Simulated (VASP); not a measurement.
# TaN (Imm2) in VASP: notebook

TaN is run at these levels: PBE; tasks: single point.

Program: VASP 6.6.1. These are calculated values, not measurements. Logs are shortened: lines on timing, memory, paths and dates and some standing lists are left out, and cuts for length are marked.

## Step 1: The cell of the first run

Symmetry: Imm2, No. 44, orthorhombic system. Conventional cell: a = 3.123 Å, b = 4.417 Å, c = 3.123 Å, α = 90.00°, β = 90.00°, γ = 90.00°. Within 2.4 Å of Ta (site symmetry mm2) lie 4 N at 1.83 to 2.29 Å. Within 2.4 Å of N (site symmetry mm2) lie 4 Ta at 1.83 to 2.29 Å.

## Step 2: Single point, PBE (atom 2 (N) moved by (-0.600, +0.000) A along [1 1 0] and z)

Input file INCAR:

```
SYSTEM = TaN
  ALGO = Normal
  EDIFF = 1E-6
  ENCUT = 520
  GGA = PE
  ISIF = 2
  ISMEAR = 0
  LASPH = .True.
  LCHARG = .False.
  LREAL = .False.
  LWAVE = .False.
  NBANDS = 15
  NELM = 100
  PREC = Accurate
  SIGMA = 0.15
```

Input file KPOINTS:

```
k-points
0
Gamma
  24 24 24
  0 0 0
```

Input file POSCAR:

```
TaN
1.0
    0.0000000000      2.2086347780      2.2086347780
    2.2086347780      0.0000000000      2.2086347780
    2.2086347780      2.2086347780      0.0000000000
Ta N
1 1
Direct
    0.5000000000      0.5000000000      0.5000000000
    0.0000000000      0.0000000000     -0.1920933569
```

Potentials or basis: VASP PAW PBE potentials, release 64 (Ta_pv, N).

Started as:

```bash
> cat potpaw_PBE.64/Ta_pv/POTCAR potpaw_PBE.64/N/POTCAR > POTCAR
> mpirun -np 1 vasp_std > vasp.out
```

OUTCAR:

```text
SYSTEM = TaN
   EDIFF = 1E-6
   ENCUT = 520
   GGA = PE
   ISIF = 2
   ISMEAR = 0
   LASPH = .True.
   LREAL = .False.
   NELM = 100
   PREC = Accurate

 ion  position               nearest neighbor table
   1  0.500  0.500  0.500-   2 1.83   2 1.83   2 2.29   2 2.29   2 2.67   2 2.67
   2  0.000  0.000  0.808-   1 1.83   1 1.83   1 2.29   1 2.29   1 2.67   1 2.67

  LATTYP: Found a face centered cubic cell.
 ALAT       =     4.4172695560

  Lattice vectors:

 A1 = (   0.0000000000,   2.2086347780,   2.2086347780)
 A2 = (   2.2086347780,   0.0000000000,   2.2086347780)
 A3 = (   2.2086347780,   2.2086347780,   0.0000000000)

Analysis of symmetry for initial positions (statically):
=====================================================================
 Subroutine PRICEL returns:
 Original cell was already a primitive cell.

 Routine SETGRP: Setting up the symmetry group for a
 face centered cubic supercell.

 Subroutine GETGRP returns: Found  4 space group operations
 (whereof  4 operations were pure point group operations)
 out of a pool of 48 trial point group operations.

The static configuration has the point symmetry C_2v.

Analysis of symmetry for dynamics (positions and initial velocities):
=====================================================================
 Subroutine PRICEL returns:
 Original cell was already a primitive cell.

 Routine SETGRP: Setting up the symmetry group for a
 face centered cubic supercell.

 Subroutine GETGRP returns: Found  4 space group operations
 (whereof  4 operations were pure point group operations)
 out of a pool of 48 trial point group operations.

The dynamic configuration has the point symmetry C_2v.

 Subroutine INISYM returns: Found  4 space group operations
 (whereof  4 operations are pure point group operations),
 and found     1 'primitive' translations

----------------------------------------------------------------------------------------

                                     Primitive cell

  volume of cell :      21.5477

  direct lattice vectors                    reciprocal lattice vectors
     0.000000000  2.208634778  2.208634778    -0.226384192  0.226384192  0.226384192
     2.208634778  0.000000000  2.208634778     0.226384192 -0.226384192  0.226384192
     2.208634778  2.208634778  0.000000000     0.226384192  0.226384192 -0.226384192

  length of vectors
     3.123481257  3.123481257  3.123481257     0.392108923  0.392108923  0.392108923

  position of ions in fractional coordinates (direct lattice)
     0.500000000  0.500000000  0.500000000
     0.000000000  0.000000000  0.807906643

  ion indices of the primitive-cell ions
   primitive index   ion index
                 1           1
                 2           2

----------------------------------------------------------------------------------------

 KPOINTS: k-points

Automatic generation of k-mesh.
 Grid dimensions read from file:
 generate k-points for:   24   24   24

 Generating k-lattice:

  Cartesian coordinates                     Fractional coordinates (reciprocal lattice)
    -0.009432675  0.009432675  0.009432675     0.041666667  0.000000000  0.000000000
     0.009432675 -0.009432675  0.009432675     0.000000000  0.041666667  0.000000000
     0.009432675  0.009432675 -0.009432675     0.000000000  0.000000000  0.041666667

  Length of vectors
     0.016337872  0.016337872  0.016337872

  Shift w.r.t. Gamma in fractional coordinates (k-lattice)
     0.000000000  0.000000000  0.000000000

 Subroutine IBZKPT returns following result:
 ===========================================

 Found   1963 irreducible k-points:

 Following reciprocal coordinates:
            Coordinates               Weight
  0.000000  0.000000  0.000000      1.000000
  0.041667  0.000000  0.000000      4.000000
  0.000000  0.000000  0.041667      4.000000
  0.083333  0.000000  0.000000      4.000000
  0.000000  0.000000  0.083333      4.000000
  0.125000  0.000000  0.000000      4.000000
[... 16 lines left out ...]
  0.000000  0.000000  0.458333      4.000000
  0.500000  0.000000  0.000000      2.000000
 [... further k-points ...]
   k-points           NKPTS =   1963   k-points in BZ     NKDIM =   1963   number of bands    NBANDS=     15
   number of dos      NEDOS =    301   number of ions     NIONS =      2
   total plane-waves  NPLWV =  13824
   dimension x,y,z NGX =    24 NGY =   24 NGZ =   24
   dimension x,y,z NGXF=    48 NGYF=   48 NGZF=   48
   ions per type =               1   1
   NGX,Y,Z   is equivalent  to a cutoff of  12.77, 12.77, 12.77 a.u.
   NGXF,Y,Z  is equivalent  to a cutoff of  25.55, 25.55, 25.55 a.u.
 SYSTEM =  TaN
   PREC   = accura    normal or accurate (medium, high low for compatibility)
   ISTART =      0    job   : 0-new  1-cont  2-samecut
   ICHARG =      2    charge: 1-file 2-atom 10-const
   ISPIN  =      1    spin polarized calculation?
   LNONCOLLINEAR =      F non collinear calculations
   LSORBIT =      F    spin-orbit coupling
   LASPH  =      T    aspherical Exc in radial PAW
   ENCUT  =  520.0 eV  38.22 Ry    6.18 a.u.   5.81  5.81  5.81*2*pi/ulx,y,z
   NELM   =    100;   NELMIN=  2; NELMDL= -5     # of ELM steps
   EDIFF  = 0.1E-05   stopping-criterion for ELM
   LREAL  =      F    real-space projection
[... 7 lines left out ...]
   TEBEG  =    0.0;   TEEND  =   0.0 temperature during run
   PSTRESS=    0.0 pullay stress
   NELECT =      16.0000    total number of electrons
   NUPDOWN=      -1.0000    fix difference up-down
   EMIN   =  10.00;   EMAX   =-10.00  energy-range for DOS
   EFERMI =   0.00;   METHOD = LEGACY
   ISMEAR =     0;   SIGMA  =   0.15  broadening in eV -4-tet -1-fermi 0-gaus
   EFERMI_NEDOS =   21; number of points for ismear=-14 and -15
   IALGO  =     38    algorithm
   IMIX   =      4    mixing-type and parameters
     AMIX     =   0.40;   BMIX     =  1.00
     AMIX_MAG =   1.60;   BMIX_MAG =  1.00
  volume/ion in A,a.u.               =      10.77        72.71
  Fermi-wavevector in a.u.,A,eV,Ry     =   1.482453  2.801430 29.901072  2.197667
  Thomas-Fermi vector in A             =   2.596237
   LORBIT       =      0    0 simple, 1 ext, 2 COOP (PROOUT), +10 PAW based schemes
   GGA     = PE    functional components
   LHFCALC =     F    Hartree Fock is set to
   AEXX    =    0.0000 exact exchange contribution
   IVDW    =     0    specifies the selected vdW correction
   LEPSILON=     F    determine dielectric tensor
   LRPA    =     F    only Hartree local field effects (RPA)
 non-spin polarized calculation
 Gauss-broadening in eV      SIGMA  =   0.15
  energy-cutoff  :      520.00
  volume of cell :       21.55
 maximum number of plane-waves:       604
   NGX = 11   NGY = 11   NGZ = 11

 number of electron      16.0000003 magnetization

 Free energy of the ion-electron system (eV)
  ---------------------------------------------------
  ext. energy  EPLUGINS =         0.00000000
  ---------------------------------------------------
  free energy    TOTEN  =       -19.95989139 eV

  energy without entropy =      -19.94876341  energy(sigma->0) =      -19.95432740

 E-fermi :   9.0763     XC(G=0): -13.2234

 val. band max:        9.0732198246   @ k =   0.0833  -0.4167   0.2500
 cond. band min:       9.0782141782   @ k =   0.0833   0.0417  -0.3333
 fundamental gap:      0.0049943536
 Fermi energy:         9.0763423817

 k-point     1 :       0.0000    0.0000    0.0000
  band No.  band energies     occupation
      1     -26.2546      2.00000
      2     -26.1515      2.00000
      3     -25.9387      2.00000
      4      -9.5020      2.00000
      5       2.1621      2.00000
      6       2.9814      2.00000
      7       3.1274      2.00000
      8       7.2955      2.00000
      9       9.1864      0.29935
     10       9.6802      0.00000
     11      10.7033      0.00000
     12      13.9515      0.00000
     13      14.0629      0.00000
     14      18.3154      0.00000
     15      22.3243      0.00000

 k-point     2 :       0.0417    0.0000    0.0000
  band No.  band energies     occupation
      1     -26.2706      2.00000
      2     -26.1519      2.00000
      3     -25.9445      2.00000
      4      -9.4551      2.00000
      5       2.1374      2.00000
      6       2.9571      2.00000
      7       3.1266      2.00000
      8       7.2840      2.00000
      9       9.1061      0.77881
     10       9.6744      0.00000
     11      10.8229      0.00000
     12      13.6226      0.00000
     13      14.5582      0.00000
     14      18.4344      0.00000
     15      22.3241      0.00000

 k-point     3 :       0.0000    0.0000    0.0417
  band No.  band energies     occupation
      1     -26.2562      2.00000
      2     -26.1624      2.00000
      3     -25.9446      2.00000
      4      -9.4677      2.00000
      5       2.0985      2.00000
      6       2.9504      2.00000
      7       3.1283      2.00000
      8       7.3315      2.00000
      9       9.1238      0.65435
     10       9.6963      0.00000
     11      10.7571      0.00000
     12      14.0767      0.00000
     13      14.1409      0.00000
     14      18.4643      0.00000
     15      22.3242      0.00000
[... 343 lines left out ...]
 k-point    23 :       0.0000    0.0000    0.4583
  band No.  band energies     occupation
      1     -26.9089      2.00000
      2     -26.3467      2.00000
      3     -26.0831      2.00000
      4      -7.5123      2.00000
      5      -0.2474      2.00000
      6       1.4226      2.00000
      7       1.9560      2.00000
      8       9.5616      0.00000
      9      10.6783      0.00000
     10      11.8074      0.00000
     11      14.4139      0.00000
     12      17.2565      0.00000
     13      17.9117      0.00000
     14      19.0546      0.00000
     15      22.3285      0.00000

 k-point    24 :       0.5000    0.0000    0.0000
  band No.  band energies     occupation
      1     -27.1863      2.00000
      2     -26.2412      2.00000
      3     -26.1206      2.00000
      4      -6.5253      2.00000
      5      -0.8157      2.00000
      6       2.3259      2.00000
      7       3.8007      2.00000
      8       8.6840      1.99978
      9       8.6907      1.99972
     10      11.8689      0.00000
     11      12.7013      0.00000
     12      14.0419      0.00000
     13      17.1256      0.00000
     14      20.7124      0.00000
     15      22.3350      0.00000

 [... further k-points ...]

------------------------ aborting loop because EDIFF is reached ----------------------------------------

  FORCE on cell =-STRESS in cart. coord.  units (eV):
  Direction    XX          YY          ZZ          XY          YZ          ZX
  --------------------------------------------------------------------------------------
  -------------------------------------------------------------------------------------
  Total       10.7430243     10.7430243      1.1629992     -4.7694527      0.0000000      0.0000000
  in kB      798.7951612    798.7951612     86.4745419   -354.6315867      0.0000000      0.0000000
  external PRESSURE =     561.3549548 kB  Pullay stress =       0.0000000 kB

 VOLUME and BASIS-vectors are now :
 -----------------------------------------------------------------------------
  energy-cutoff  :      520.00
  volume of cell :       21.55
      direct lattice vectors                 reciprocal lattice vectors
     0.000000000  2.208634778  2.208634778    -0.226384192  0.226384192  0.226384192
     2.208634778  0.000000000  2.208634778     0.226384192 -0.226384192  0.226384192
     2.208634778  2.208634778  0.000000000     0.226384192  0.226384192 -0.226384192

 POSITION                                       TOTAL-FORCE (eV/Angst)
 -----------------------------------------------------------------------------------
      2.20863      2.20863      2.20863        -4.842351     -4.842351      0.000000
      1.78437      1.78437      0.00000         4.842351      4.842351      0.000000
 -----------------------------------------------------------------------------------
    total drift:                                0.000811      0.000811      0.000000

  FREE ENERGIE OF THE ION-ELECTRON SYSTEM (eV)
  ---------------------------------------------------
  free  energy   TOTEN  =       -19.9598913942 eV

  energy  without entropy=      -19.9487634079  energy(sigma->0) =      -19.95432740
```

Run time: 2.8 min. Hardware: 1 thread of Intel Xeon 6975P-C (Granite Rapids), shared host; peak memory 0.7 GiB.

Results:

| Property | Result |
| --- | --- |
| Free energy | -19.9599 eV |
| Pressure | 56.1 GPa |
| Largest force | 6.848 eV/Å |
| Band gap on the k mesh | zero (bands 8 and 9 overlap by 3.11 eV) |

Forces on the atoms (eV/Å):
```
Ta  -4.842 -4.842  0.000
N    4.842  4.842  0.000
```

Stress tensor (GPa, compression positive):
```
 79.88 -35.46   0.00
-35.46  79.88   0.00
  0.00   0.00   8.65
```

Levels at points of the mesh, in eV from the Fermi level:
| k point | band 4 | band 5 | band 6 | band 7 | band 8 | band 9 | band 10 | band 11 | band 12 | band 13 |
| --- | --- | --- | --- | --- | --- | --- | --- | --- | --- | --- |
| (0.00, 0.00, 0.00) | -18.58 | -6.91 | -6.09 | -5.95 | -1.78 | 0.11 | 0.60 | 1.63 | 4.88 | 4.99 |
| (0.50, 0.00, 0.00) | -15.60 | -9.89 | -6.75 | -5.28 | -0.39 | -0.39 | 2.79 | 3.62 | 4.97 | 8.05 |
| (0.00, 0.00, 0.50) | -16.55 | -9.36 | -7.68 | -7.15 | 0.58 | 1.70 | 2.82 | 5.30 | 8.14 | 8.87 |
| (0.50, 0.50, 0.00) | -17.31 | -8.41 | -6.55 | -5.59 | 1.05 | 2.40 | 3.85 | 3.93 | 4.46 | 7.61 |
| (0.00, 0.50, 0.50) | -16.75 | -7.66 | -6.26 | -5.05 | -1.16 | 2.53 | 3.39 | 3.74 | 3.92 | 5.19 |

Caveat: the cell differs from its parent crystal (atom 2 (N) moved by (-0.600, +0.000) A along [1 1 0] and z); the stress differs along the axes, from 9 to 80 GPa; spin-orbit coupling is left out, which moves the levels of the heavy elements; forces of over 1 eV/Å act on the atoms, so gaps and moduli don't describe the material at rest.

## Step 3: Single point, PBE (atom 2 (N) moved by (-0.300, +0.000) A along [1 1 0] and z)

Input file INCAR:

```
SYSTEM = TaN
  PREC = Accurate
  ENCUT = 520
  EDIFF = 1E-6
  ISMEAR = 0
  SIGMA = 0.15
  LREAL = .FALSE.
  LASPH = .TRUE.
  NELM = 80
  ALGO = Normal
  ISIF = 2
  LWAVE = .FALSE.
  LCHARG = .FALSE.
  GGA = PE
  NBANDS = 15
```

Input file KPOINTS:

```
Automatic mesh
0
G
  24 24 24
  0 0 0
```

Changes to POSCAR since step 2:

```diff
@@ -9,2 +9,2 @@
     0.5000000000      0.5000000000      0.5000000000
-    0.0000000000      0.0000000000     -0.1920933569
+    0.0000000000      0.0000000000     -0.0960466785
```

Potentials or basis: VASP PAW PBE potentials, release 64 (Ta_pv, N).

Started as:

```bash
> cat potpaw_PBE.64/Ta_pv/POTCAR potpaw_PBE.64/N/POTCAR > POTCAR
> mpirun -np 1 vasp_std > vasp.out
```

OUTCAR:

```text
SYSTEM = TaN
   PREC = Accurate
   ENCUT = 520
   EDIFF = 1E-6
   ISMEAR = 0
   LREAL = .FALSE.
   LASPH = .TRUE.
   NELM = 80
   ISIF = 2
   GGA = PE

 ion  position               nearest neighbor table
   1  0.500  0.500  0.500-   2 2.01   2 2.01   2 2.23   2 2.23   2 2.43   2 2.43
   2  0.000  0.000  0.904-   1 2.01   1 2.01   1 2.23   1 2.23   1 2.43   1 2.43

  LATTYP: Found a face centered cubic cell.
 ALAT       =     4.4172695560

  Lattice vectors:

 A1 = (   0.0000000000,   2.2086347780,   2.2086347780)
 A2 = (   2.2086347780,   0.0000000000,   2.2086347780)
[... 618 lines left out ...]

  FORCE on cell =-STRESS in cart. coord.  units (eV):
  Direction    XX          YY          ZZ          XY          YZ          ZX
  --------------------------------------------------------------------------------------
  -------------------------------------------------------------------------------------
  Total        2.9555401      2.9555401      0.1866766     -0.8128144      0.0000000      0.0000000
  in kB      219.7585216    219.7585216     13.8802984    -60.4366357      0.0000000      0.0000000
  external PRESSURE =     151.1324472 kB  Pullay stress =       0.0000000 kB

 VOLUME and BASIS-vectors are now :
 -----------------------------------------------------------------------------
  energy-cutoff  :      520.00
  volume of cell :       21.55
      direct lattice vectors                 reciprocal lattice vectors
     0.000000000  2.208634778  2.208634778    -0.226384192  0.226384192  0.226384192
     2.208634778  0.000000000  2.208634778     0.226384192 -0.226384192  0.226384192
     2.208634778  2.208634778  0.000000000     0.226384192  0.226384192 -0.226384192

 POSITION                                       TOTAL-FORCE (eV/Angst)
 -----------------------------------------------------------------------------------
      2.20863      2.20863      2.20863        -2.062764     -2.062764      0.000000
      1.99650      1.99650      0.00000         2.062764      2.062764     -0.000000
 -----------------------------------------------------------------------------------
    total drift:                                0.000102      0.000102     -0.000000

  FREE ENERGIE OF THE ION-ELECTRON SYSTEM (eV)
  ---------------------------------------------------
  free  energy   TOTEN  =       -21.4406663486 eV

  energy  without entropy=      -21.4308381080  energy(sigma->0) =      -21.43575223
```

OSZICAR:

```text
N       E                     dE             d eps       ncg     rms          rms(c)
DAV:   1     0.893106506513E+02    0.89311E+02   -0.84129E+03 58977   0.110E+03
DAV:   2    -0.218615136247E+02   -0.11117E+03   -0.10500E+03 72596   0.302E+02
DAV:   3    -0.244943876551E+02   -0.26329E+01   -0.26194E+01 65463   0.447E+01
DAV:   4    -0.245047021240E+02   -0.10314E-01   -0.10312E-01 77662   0.303E+00
DAV:   5    -0.245047739785E+02   -0.71854E-04   -0.71855E-04 66282   0.224E-01    0.256E+01
DAV:   6    -0.215288652140E+02    0.29759E+01   -0.57308E+00 71978   0.270E+01    0.105E+01
DAV:   7    -0.214729168978E+02    0.55948E-01   -0.59391E-01 64588   0.633E+00    0.729E+00
DAV:   8    -0.214470618013E+02    0.25855E-01   -0.12968E-01 73009   0.303E+00    0.149E+00
DAV:   9    -0.214407191975E+02    0.63426E-02   -0.16974E-02 67052   0.105E+00    0.259E-01
DAV:  10    -0.214407127603E+02    0.64372E-05   -0.13759E-03 69628   0.406E-01    0.485E-02
DAV:  11    -0.214406663560E+02    0.46404E-04   -0.94615E-05 69371   0.116E-01    0.172E-02
DAV:  12    -0.214406663486E+02    0.73105E-08   -0.78418E-06 69621   0.278E-02
   1 F= -.21440666E+02 E0= -.21435752E+02  d E =-.982824E-02
```

stdout:

```text
POSCAR found type information on POSCAR TaN
 POSCAR found :  2 types and       2 ions
 scaLAPACK will be used
 LDA part: xc-table for (Slater+PW92), standard interpolation
 POSCAR, INCAR and KPOINTS ok, starting setup
 FFT: planning ... GRIDC
 FFT: planning ... GRID_SOFT
 FFT: planning ... GRID
 WAVECAR not read
 entering main loop
```

Wall time 2.4 min (1 thread of Intel Xeon 6975P-C (Granite Rapids), shared host); peak memory 0.7 GiB.

What came out:

```yaml
Free_energy: -21.4407 eV
Pressure: 15.1 GPa
Largest_force: 2.917 eV/Å
Band_gap_on_the_k_mesh: zero (bands 8 and 9 overlap by 2.86 eV)
```

Forces in eV/Å, atoms in the order of the input:
```
Ta  -2.063 -2.063  0.000
N    2.063  2.063  0.000
```

Caveat: the cell differs from its parent crystal (atom 2 (N) moved by (-0.300, +0.000) A along [1 1 0] and z); the stress differs along the axes, from 1 to 22 GPa; spin-orbit coupling is left out, which moves the levels of the heavy elements; forces of over 1 eV/Å act on the atoms, so gaps and moduli don't describe the material at rest.
